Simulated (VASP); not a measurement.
A run of VASP 6.6.1 is set up as follows.

INCAR

```
SYSTEM = AlN
PREC = Accurate
ENCUT = 700
EDIFF = 1E-7
ISMEAR = -1
SIGMA = 0.05
LREAL = Auto
LASPH = .True.
NELM = 120
ALGO = Normal
ISIF = 3
LWAVE = .False.
LCHARG = .False.
GGA = PS
IBRION = 2
NSW = 100
EDIFFG = -0.03
ISYM = -1
GGA_COMPAT = .False.
NELMIN = 4
KPAR = 1
```

The input KPOINTS:

```
explicit points
1
Reciprocal
  0.25000000   0.25000000   0.25000000 1
```

The input POSCAR:

```
AlN
1.0
    9.3414480000      0.0000000000      0.0000000000
    0.0000000000     10.7865750000      0.0000000000
    0.0000000000      0.0000000000      9.9670570000
Al N
48 48
Direct
    0.1666670000      0.0833330000      0.2485000000
    0.1666670000      0.0833330000      0.7485000000
    0.0000000000      0.3333330000      0.2485000000
    0.0000000000      0.3333330000      0.7485000000
    0.5000000000      0.0833330000      0.2485000000
    0.5000000000      0.0833330000      0.7485000000
    0.3333330000      0.3333330000      0.2485000000
    0.3333330000      0.3333330000      0.7485000000
    0.1666670000      0.5833330000      0.2485000000
    0.1666670000      0.5833330000      0.7485000000
    0.0000000000      0.8333330000      0.2485000000
    0.0000000000      0.8333330000      0.7485000000
    0.8333330000      0.0833330000      0.2485000000
    0.8333330000      0.0833330000      0.7485000000
    0.6666670000      0.3333330000      0.2485000000
    0.6666670000      0.3333330000      0.7485000000
    0.5000000000      0.5833330000      0.2485000000
    0.5000000000      0.5833330000      0.7485000000
    0.3333330000      0.8333330000      0.2485000000
    0.3333330000      0.8333330000      0.7485000000
    0.8333330000      0.5833330000      0.2485000000
    0.8333330000      0.5833330000      0.7485000000
    0.6666670000      0.8333330000      0.2485000000
    0.6666670000      0.8333330000      0.7485000000
    0.0000000000      0.1666670000      0.4985000000
    0.0000000000      0.1666670000      0.9985000000
    0.3333330000      0.1666670000      0.4985000000
    0.3333330000      0.1666670000      0.9985000000
    0.1666670000      0.4166670000      0.4985000000
    0.1666670000      0.4166670000      0.9985000000
    0.0000000000      0.6666670000      0.4985000000
    0.0000000000      0.6666670000      0.9985000000
    0.6666670000      0.1666670000      0.4985000000
    0.6666670000      0.1666670000      0.9985000000
    0.5000000000      0.4166670000      0.4985000000
    0.5000000000      0.4166670000      0.9985000000
    0.3333330000      0.6666670000      0.4985000000
    0.3333330000      0.6666670000      0.9985000000
    0.1666670000      0.9166670000      0.4985000000
    0.1666670000      0.9166670000      0.9985000000
    0.8333330000      0.4166670000      0.4985000000
    0.8333330000      0.4166670000      0.9985000000
    0.6666670000      0.6666670000      0.4985000000
    0.6666670000      0.6666670000      0.9985000000
    0.5000000000      0.9166670000      0.4985000000
    0.5000000000      0.9166670000      0.9985000000
    0.8333330000      0.9166670000      0.4985000000
    0.8333330000      0.9166670000      0.9985000000
    0.0000000000      0.1666670000      0.1895000000
    0.0000000000      0.1666670000      0.6895000000
    0.3333330000      0.1666670000      0.1895000000
    0.3333330000      0.1666670000      0.6895000000
    0.1666670000      0.4166670000      0.1895000000
    0.1666670000      0.4166670000      0.6895000000
    0.0000000000      0.6666670000      0.1895000000
    0.0000000000      0.6666670000      0.6895000000
    0.6666670000      0.1666670000      0.1895000000
    0.6666670000      0.1666670000      0.6895000000
    0.5000000000      0.4166670000      0.1895000000
    0.5000000000      0.4166670000      0.6895000000
    0.3333330000      0.6666670000      0.1895000000
    0.3333330000      0.6666670000      0.6895000000
    0.1666670000      0.9166670000      0.1895000000
    0.1666670000      0.9166670000      0.6895000000
    0.8333330000      0.4166670000      0.1895000000
    0.8333330000      0.4166670000      0.6895000000
    0.6666670000      0.6666670000      0.1895000000
    0.6666670000      0.6666670000      0.6895000000
    0.5000000000      0.9166670000      0.1895000000
    0.5000000000      0.9166670000      0.6895000000
    0.8333330000      0.9166670000      0.1895000000
    0.8333330000      0.9166670000      0.6895000000
    0.1666670000      0.0833330000      0.4395000000
    0.1666670000      0.0833330000      0.9395000000
    0.0000000000      0.3333330000      0.4395000000
    0.0000000000      0.3333330000      0.9395000000
    0.5000000000      0.0833330000      0.4395000000
    0.5000000000      0.0833330000      0.9395000000
    0.3333330000      0.3333330000      0.4395000000
    0.3333330000      0.3333330000      0.9395000000
    0.1666670000      0.5833330000      0.4395000000
    0.1666670000      0.5833330000      0.9395000000
    0.0000000000      0.8333330000      0.4395000000
    0.0000000000      0.8333330000      0.9395000000
    0.8333330000      0.0833330000      0.4395000000
    0.8333330000      0.0833330000      0.9395000000
    0.6666670000      0.3333330000      0.4395000000
    0.6666670000      0.3333330000      0.9395000000
    0.5000000000      0.5833330000      0.4395000000
    0.5000000000      0.5833330000      0.9395000000
    0.3333330000      0.8333330000      0.4395000000
    0.3333330000      0.8333330000      0.9395000000
    0.8333330000      0.5833330000      0.4395000000
    0.8333330000      0.5833330000      0.9395000000
    0.6666670000      0.8333330000      0.4395000000
    0.6666670000      0.8333330000      0.9395000000
```

Potentials or basis: VASP PAW PBE potentials, release 64 (Al, N).

The run is started by

```sh
$ cat potpaw_PBE.64/Al/POTCAR potpaw_PBE.64/N/POTCAR > POTCAR
$ mpirun -np 4 vasp_std > vasp.out
```

(1) What does it give for the band gap on the k mesh?

## Answers

(1) 5.07 eV.

Caveat: a shifted mesh leaves out Γ, where band edges can lie.
